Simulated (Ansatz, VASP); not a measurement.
**One calculation of GaAs, two programs**

```xyz
2
Lattice="2.8268 2.8268 0.0000 -2.8268 2.8268 0.0000 0.0000 2.8268 2.8268" Properties=species:S:1:pos:R:3 pbc="T T T"
Ga    0.0000    0.0000    0.0000
As    1.4134    4.2403    1.4134
```

Alike in both runs: task relaxation of cell and atoms; functional PBEsol; k mesh 12 × 12 × 12; occupations fermi-dirac, width 0.05 eV; no spin polarisation.

|  | VASP | Ansatz |
| --- | --- | --- |
| version | VASP 6.6.1 | Ansatz 0.2.0 |
| potentials or method | VASP PAW PBE potentials, release 64 (Ga_d, As) | PAW with Ansatz's default frozen-core files, scalar-relativistic |
| plane-wave cutoff (eV) | 600 | 420 |
| valence electrons in the cell | 18 | 28 |

Ansatz gave:

- relaxed volume (Å³/atom): 22.64
- relaxed cell length with the largest relative difference (Å): 4.001

**Question.** Estimate VASP's values.

**Answer.** Relaxed volume (Å³/atom): 22.71; relaxed cell length with the largest relative difference (Å): 4.005.

VASP's potentials were made for PBE, not for PBEsol. VASP's potentials hold 18 valence electrons a cell and Ansatz's 28, so a difference there can come from the potentials and not from the codes.
